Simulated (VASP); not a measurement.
A run of VASP 6.6.1 is set up as follows.

Contents of INCAR:

```
PREC     = Accurate       # precision mode
ENCUT    = 520            # plane-wave cutoff, eV
EDIFF    = 1E-6           # SCF threshold, eV
ISMEAR   = -1             # smearing method
SIGMA    = 0.05           # smearing width, eV
LREAL    = F              # projectors in reciprocal space
LASPH    = T              # aspherical terms in the spheres
NELM     = 60             # most SCF steps
ALGO     = Normal         # electronic algorithm
ISIF     = 2              # what is computed and relaxed
LWAVE    = F              # write WAVECAR
LCHARG   = F              # write CHGCAR
GGA      = PE             # functional
NBANDS   = 18             # bands
```

Contents of KPOINTS:

```
Automatic mesh
0
Gamma
  8 8 5
```

POSCAR

```
PtSe2
1.0
    3.6479786689      0.0000000000      0.0000000000
   -1.8239893344      3.1592421997      0.0000000000
    0.0000000000      0.0000000000      4.9586648823
Pt Se
1 2
Direct
    0.0000000000      0.0000000000      0.0000000000
    0.6666666667      0.3333333333      0.7500000000
    0.3333333333      0.6666666667      0.2500000000
```

Potentials or basis: VASP PAW PBE potentials, release 64 (Pt, Se).

Command:

```bash
$ cat potpaw_PBE.64/Pt/POTCAR potpaw_PBE.64/Se/POTCAR > POTCAR
$ mpirun -np 1 vasp_std > vasp.out
```

Estimate the largest force.

1.485 eV/Å.

Estimate the band gap on the k mesh.

zero (bands 11 and 12 overlap by 0.29 eV).

What does it give for the pressure?

17.8 GPa.

Forces on the atoms (eV/Å):
```
Pt   0.000  0.000  0.000
Se   0.000  0.000 -1.485
Se   0.000  0.000  1.485
```

Caveat: the stress differs along the axes, from 14 to 20 GPa; spin-orbit coupling is left out, which moves the levels of the heavy elements; forces of over 1 eV/Å act on the atoms, so gaps and moduli don't describe the material at rest.
